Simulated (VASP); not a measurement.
# WC (Imm2) in VASP: single point with PBEsol

Aim: the single point of WC with PBEsol.

All numbers are computed with VASP 6.6.1; they aren't measurements. Logs are shortened: lines on timing, memory, paths and dates and some standing lists are left out, and cuts for length are marked.

## (1) The cell of the first run

It takes space group Imm2 (No. 44, orthorhombic). Conventional cell: a = 3.101 Å, b = 4.385 Å, c = 3.101 Å, α = 90.00°, β = 90.00°, γ = 90.00°. W (site symmetry mm2) has 6 C at 2.09 to 2.30 Å within 2.8 Å. C (site symmetry mm2) has 6 W at 2.09 to 2.30 Å within 2.8 Å.

## (2) Single point, PBEsol

File INCAR:

```
PREC = Accurate
ENCUT = 520
EDIFF = 1E-7
ISMEAR = -1
SIGMA = 0.05
LREAL = F
LASPH = T
NELM = 100
ALGO = Normal
ISIF = 2
LWAVE = F
LCHARG = F
GGA = PS
NBANDS = 16
```

File KPOINTS:

```
Automatic mesh
0
Gamma
  8 8 8
```

File POSCAR:

```
WC
1.0
    0.0000000000      2.1926800000      2.1926800000
    2.1926800000      0.0000000000      2.1926800000
    2.1926800000      2.1926800000      0.0000000000
W C
1 1
Direct
    0.0000000000      0.0000000000      0.0500000000
    0.5000000000      0.5000000000      0.5000000000
```

Potentials or basis: VASP PAW PBE potentials, release 64 (W_sv, C).

Command:

```bash
> cat potpaw_PBE.64/W_sv/POTCAR potpaw_PBE.64/C/POTCAR > POTCAR
> mpirun -np 1 vasp_std > vasp.out
```

OUTCAR:

```text
PREC = Accurate
   ENCUT = 520
   EDIFF = 1E-7
   ISMEAR = -1
   LREAL = F
   LASPH = T
   NELM = 100
   ISIF = 2
   GGA = PS

 ion  position               nearest neighbor table
   1  0.000  0.000  0.050-   2 2.09   2 2.09   2 2.20   2 2.20   2 2.30   2 2.30
   2  0.500  0.500  0.500-   1 2.09   1 2.09   1 2.20   1 2.20   1 2.30   1 2.30

  LATTYP: Found a face centered cubic cell.
 ALAT       =     4.3853600000

  Lattice vectors:

 A1 = (   0.0000000000,   2.1926800000,   2.1926800000)
 A2 = (   2.1926800000,   0.0000000000,   2.1926800000)
 A3 = (   2.1926800000,   2.1926800000,   0.0000000000)

Analysis of symmetry for initial positions (statically):
=====================================================================
 Subroutine PRICEL returns:
 Original cell was already a primitive cell.

 Routine SETGRP: Setting up the symmetry group for a
 face centered cubic supercell.

 Subroutine GETGRP returns: Found  4 space group operations
 (whereof  4 operations were pure point group operations)
 out of a pool of 48 trial point group operations.

The static configuration has the point symmetry C_2v.

Analysis of symmetry for dynamics (positions and initial velocities):
=====================================================================
 Subroutine PRICEL returns:
 Original cell was already a primitive cell.

 Routine SETGRP: Setting up the symmetry group for a
 face centered cubic supercell.

 Subroutine GETGRP returns: Found  4 space group operations
 (whereof  4 operations were pure point group operations)
 out of a pool of 48 trial point group operations.

The dynamic configuration has the point symmetry C_2v.

 Subroutine INISYM returns: Found  4 space group operations
 (whereof  4 operations are pure point group operations),
 and found     1 'primitive' translations

----------------------------------------------------------------------------------------

                                     Primitive cell

  volume of cell :      21.0841

  direct lattice vectors                    reciprocal lattice vectors
     0.000000000  2.192680000  2.192680000    -0.228031450  0.228031450  0.228031450
     2.192680000  0.000000000  2.192680000     0.228031450 -0.228031450  0.228031450
     2.192680000  2.192680000  0.000000000     0.228031450  0.228031450 -0.228031450
[... 79 lines left out ...]
   LNONCOLLINEAR =      F non collinear calculations
   LSORBIT =      F    spin-orbit coupling
   LASPH  =      T    aspherical Exc in radial PAW
   ENCUT  =  520.0 eV  38.22 Ry    6.18 a.u.   5.77  5.77  5.77*2*pi/ulx,y,z
   NELM   =    100;   NELMIN=  2; NELMDL= -5     # of ELM steps
   EDIFF  = 0.1E-06   stopping-criterion for ELM
   LREAL  =      F    real-space projection
   EDIFFG = 0.1E-05   stopping-criterion for IOM
   NSW    =      0    number of steps for IOM
   IBRION =     -1    ionic relax: 0-MD 1-quasi-New 2-CG
   NFREE  =      0    steps in history (QN), initial steepest desc. (CG)
   ISIF   =      2    stress and relaxation
   ISYM   =      2    0-nonsym 1-usesym 2-fastsym
   POTIM  = 0.5000    time-step for ionic-motion
   TEBEG  =    0.0;   TEEND  =   0.0 temperature during run
   PSTRESS=    0.0 pullay stress
   NELECT =      18.0000    total number of electrons
   NUPDOWN=      -1.0000    fix difference up-down
   EMIN   =  10.00;   EMAX   =-10.00  energy-range for DOS
   EFERMI =   0.00;   METHOD = LEGACY
   ISMEAR =    -1;   SIGMA  =   0.05  broadening in eV -4-tet -1-fermi 0-gaus
   EFERMI_NEDOS =   21; number of points for ismear=-14 and -15
   IALGO  =     38    algorithm
   IMIX   =      4    mixing-type and parameters
     AMIX     =   0.40;   BMIX     =  1.00
     AMIX_MAG =   1.60;   BMIX_MAG =  1.00
  volume/ion in A,a.u.               =      10.54        71.14
  Fermi-wavevector in a.u.,A,eV,Ry     =   1.553032  2.934805 32.816007  2.411908
  Thomas-Fermi vector in A             =   2.657321
   LORBIT       =      0    0 simple, 1 ext, 2 COOP (PROOUT), +10 PAW based schemes
   GGA     = PS    functional components
   LHFCALC =     F    Hartree Fock is set to
   AEXX    =    0.0000 exact exchange contribution
   IVDW    =     0    specifies the selected vdW correction
   LEPSILON=     F    determine dielectric tensor
   LRPA    =     F    only Hartree local field effects (RPA)
 non-spin polarized calculation
  energy-cutoff  :      520.00
  volume of cell :       21.08
 maximum number of plane-waves:       588
   NGX = 11   NGY = 11   NGZ = 11

 number of electron      18.0000001 magnetization

 Free energy of the ion-electron system (eV)
  ---------------------------------------------------
  ext. energy  EPLUGINS =         0.00000000
  ---------------------------------------------------
  free energy    TOTEN  =       -22.89552800 eV

  energy without entropy =      -22.88280144  energy(sigma->0) =      -22.88916472

 E-fermi :  12.3159     XC(G=0): -13.8311

 val. band max:       12.2900885450   @ k =   0.0000   0.5000   0.1250
 cond. band min:      12.3325235383   @ k =  -0.3750   0.3750   0.5000
 fundamental gap:      0.0424349933
 Fermi energy:        12.3158649200

 k-point     1 :       0.0000    0.0000    0.0000
  band No.  band energies     occupation
      1     -63.0972      2.00000
      2     -27.1104      2.00000
      3     -27.1085      2.00000
      4     -27.0948      2.00000
      5      -3.5146      2.00000
      6       8.9243      2.00000
[... 433 lines left out ...]
      3     -27.2333      2.00000
      4     -27.1775      2.00000
      5       0.3048      2.00000
      6       3.3892      2.00000
[... 8 lines left out ...]
     15      24.4403      0.00000
     16      25.4360      0.00000

 [... further k-points ...]

------------------------ aborting loop because EDIFF is reached ----------------------------------------

  FORCE on cell =-STRESS in cart. coord.  units (eV):
  Direction    XX          YY          ZZ          XY          YZ          ZX
  --------------------------------------------------------------------------------------
  -------------------------------------------------------------------------------------
  Total       -0.4533900     -0.4533900     -1.0824778     -0.2654537      0.0000000      0.0000000
  in kB      -34.4529748    -34.4529748    -82.2571769    -20.1717478      0.0000000      0.0000000
  external PRESSURE =     -50.3877088 kB  Pullay stress =       0.0000000 kB

 VOLUME and BASIS-vectors are now :
 -----------------------------------------------------------------------------
  energy-cutoff  :      520.00
  volume of cell :       21.08
      direct lattice vectors                 reciprocal lattice vectors
     0.000000000  2.192680000  2.192680000    -0.228031450  0.228031450  0.228031450
     2.192680000  0.000000000  2.192680000     0.228031450 -0.228031450  0.228031450
     2.192680000  2.192680000  0.000000000     0.228031450  0.228031450 -0.228031450

 POSITION                                       TOTAL-FORCE (eV/Angst)
 -----------------------------------------------------------------------------------
      0.10963      0.10963      0.00000        -0.737120     -0.737120      0.000000
      2.19268      2.19268      2.19268         0.737120      0.737120      0.000000
 -----------------------------------------------------------------------------------
    total drift:                               -0.000036     -0.000036     -0.000000

  FREE ENERGIE OF THE ION-ELECTRON SYSTEM (eV)
  ---------------------------------------------------
  free  energy   TOTEN  =       -22.8955279993 eV

  energy  without entropy=      -22.8828014439  energy(sigma->0) =      -22.88916472
```

OSZICAR:

```text
N       E                     dE             d eps       ncg     rms          rms(c)
DAV:   1     0.109726166857E+03    0.10973E+03   -0.93587E+03  3040   0.124E+03
DAV:   2    -0.228751828100E+02   -0.13260E+03   -0.12764E+03  3696   0.341E+02
DAV:   3    -0.261699311999E+02   -0.32947E+01   -0.32754E+01  3288   0.508E+01
DAV:   4    -0.261867735941E+02   -0.16842E-01   -0.16842E-01  4024   0.409E+00
DAV:   5    -0.261869027021E+02   -0.12911E-03   -0.12911E-03  3288   0.336E-01    0.318E+01
DAV:   6    -0.230069648834E+02    0.31799E+01   -0.76542E+00  3752   0.268E+01    0.849E+00
DAV:   7    -0.229285239284E+02    0.78441E-01   -0.42961E-01  3184   0.524E+00    0.637E+00
DAV:   8    -0.228974385794E+02    0.31085E-01   -0.78640E-02  3504   0.218E+00    0.112E+00
DAV:   9    -0.228956413612E+02    0.17972E-02   -0.38252E-03  3424   0.469E-01    0.115E-01
DAV:  10    -0.228955298391E+02    0.11152E-03   -0.36923E-04  3616   0.222E-01    0.571E-02
DAV:  11    -0.228955285570E+02    0.12821E-05   -0.20983E-05  3472   0.390E-02    0.118E-02
DAV:  12    -0.228955280628E+02    0.49417E-06   -0.23205E-06  3536   0.128E-02    0.297E-03
DAV:  13    -0.228955279993E+02    0.63555E-07   -0.85185E-08  2360   0.245E-03
   1 F= -.22895528E+02 E0= -.22889165E+02  d E =-.127266E-01
```

It took 24 s on 1 thread of Intel Xeon Platinum 8259CL at 2.50GHz (Skylake/Cascade Lake), shared host; peak memory 0.16 GiB.

Results:

```
Free energy            : -22.8955 eV
Pressure               : -5.0 GPa
Largest force          : 1.042 eV/Å
Band gap on the k mesh : zero (bands 9 and 10 overlap by 3.03 eV)
```

Forces in eV/Å, atoms in the order of the input:
```
W   -0.737 -0.737  0.000
C    0.737  0.737  0.000
```

Caveat: the cell stands under tension; the PAW data sets were made with another functional, which shifts forces and pressure a little; spin-orbit coupling is left out, which moves the levels of the heavy elements.
